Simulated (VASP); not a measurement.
# KRh: relaxation of cell and atoms with PBE

Crystal: KRh.

```xyz
2
Lattice="2.8941 0.0000 0.0000 -1.4470 2.5063 0.0000 0.0000 0.0000 5.7574" Properties=species:S:1:pos:R:3 pbc="T T T"
K     0.0000    0.0000    0.0000
Rh    0.0000    0.0000    2.8787
```

The cell was generated, and may not be a known phase.

- Program: VASP 6.6.1
- Task: relaxation of cell and atoms
- Functional: PBE
- Potentials or basis: VASP PAW PBE potentials, release 64 (K_sv, Rh_pv)
- Cutoff: 600 eV
- k mesh: 24 × 24 × 10
- Occupations: gaussian, width 0.1 eV
- Spin: no spin polarisation
- Dipole correction: no
- Further INCAR settings: ALGO = Fast; EDIFF = 1e-07; IBRION = 2; EDIFFG = -0.01; NSW = 100; ISIF = 3

| Item | Value |
| --- | --- |
| Relaxed volume | 20.97 Å³/atom |
| Relaxed cell | a = 2.895 Å, b = 2.895 Å, c = 5.778 Å, α = 90.00°, β = 90.00°, γ = 120.00° |
| Space group after relaxing (to 0.1 Å) | P6/mmm (No. 191) |
| Energy gained by relaxing | 0.2 meV/atom |
| Ionic steps | 3 |
| Pressure after relaxing | 0.0 GPa |
| Band gap on the k mesh | zero (bands 12 and 13 overlap by 1.09 eV) |

Step by step:
```tsv
step	energy change (eV)	largest force (eV/Å)	pressure (GPa)	volume (Å³)
1	0.0000	0.0000	0.27	41.76
2	-0.0003	0.0000	-0.02	41.97
3	-0.0003	0.0000	0.02	41.94
```

Final structure:
```xyz
2
Lattice="2.8952 0.0000 0.0000 -1.4476 2.5073 0.0000 0.0000 0.0000 5.7775" Properties=species:S:1:pos:R:3 pbc="T T T"
K     0.0000    0.0000    5.7775
Rh   -1.4476    2.5073    2.8888
```

Levels at points of the mesh, in eV from the Fermi level:
| k point | band 10 | band 11 | band 12 | band 13 | band 14 | band 15 |
| --- | --- | --- | --- | --- | --- | --- |
| (0.00, 0.00, 0.00) | -1.36 | -1.36 | 0.17 | 0.17 | 1.26 | 1.49 |
| (0.50, 0.00, 0.00) | -1.03 | -0.31 | 1.00 | 1.30 | 2.13 | 3.15 |
| (0.00, 0.00, 0.50) | -1.36 | -1.25 | -1.14 | 0.20 | 0.20 | 2.31 |
| (0.50, 0.00, 0.50) | -0.34 | -0.25 | 0.44 | 1.01 | 1.08 | 4.82 |

It took 16 min on 1 thread of Oxide Virtual Turin-like Processor, with other jobs on the host, peak memory 0.4 GiB.
